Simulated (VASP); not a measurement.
Input of a VASP 6.6.1 run:

File INCAR:

```
SYSTEM = Si16H4CO
  PREC = Accurate
  ENCUT = 1000
  EDIFF = 1E-6
  ISMEAR = 0
  SIGMA = 0.02
  LREAL = Auto
  LASPH = .TRUE.
  NELM = 120
  ALGO = Normal
  ISIF = 2
  LWAVE = .FALSE.
  LCHARG = .FALSE.
  GGA = PE
  IVDW = 12
  NBANDS = 56
  GGA_COMPAT = .FALSE.
  NELMDL = -8
```

The input KPOINTS:

```
Automatic mesh
0
G
  2 2 1
  0 0 0
```

Contents of POSCAR:

```
Si16H4CO
1.0
    7.6791800000      0.0000000000      0.0000000000
    3.8395900000      6.6503650000      0.0000000000
    0.0000000000      0.0000000000     17.4187650000
H Si C O
4 16 1 1
Direct
    0.1666667000      0.1666667000      0.0574094000
    0.6666667000      0.1666667000      0.0574094000
    0.1666667000      0.6666667000      0.0574094000
    0.6666667000      0.6666667000      0.0574094000
    0.1666667000      0.1666667000      0.1435234000
    0.6666667000      0.1666667000      0.1435234000
    0.1666667000      0.6666667000      0.1435234000
    0.6666667000      0.6666667000      0.1435234000
   -0.1629521345      0.3363470717      0.1919554053
    0.3324349125      0.3335081557      0.1781596027
   -0.1680176048      0.8336368305      0.1860485755
    0.3353110559      0.8307115096      0.1943266659
   -0.1921055131      0.2729348377      0.3318247577
    0.2934613249      0.3263797335      0.3068396993
   -0.1822252528      0.8285295104      0.3200896128
    0.3180574652      0.8106668358      0.3350117105
   -0.0062935792     -0.0417111297      0.3922045378
    0.4784768361      0.0087115031      0.3605818886
   -0.0544642140      0.4794381799      0.3269486037
    0.4695775625      0.4556252787      0.3720206917
    0.4925919151      0.1775375812      0.4518108019
    0.4735140259      0.1741791901      0.5184526949
```

Potentials or basis: VASP PAW PBE potentials, release 64 (H_h, Si, C_h, O_h).

Command:

```sh
$ cat potpaw_PBE.64/H_h/POTCAR potpaw_PBE.64/Si/POTCAR potpaw_PBE.64/C_h/POTCAR potpaw_PBE.64/O_h/POTCAR > POTCAR
$ mpirun -np 1 vasp_std > vasp.out
```

(1) What does it give for the dispersion energy per atom?

(2) What does it give for the largest force?

(3) Predict the band gap on the k mesh.

Results:

(1) -0.184 eV.

(2) 0.574 eV/Å.

(3) 0.69 eV.

Caveat: the k points lie up to 0.47 Å⁻¹ apart; there is no dipole correction, which matters where the two faces differ.
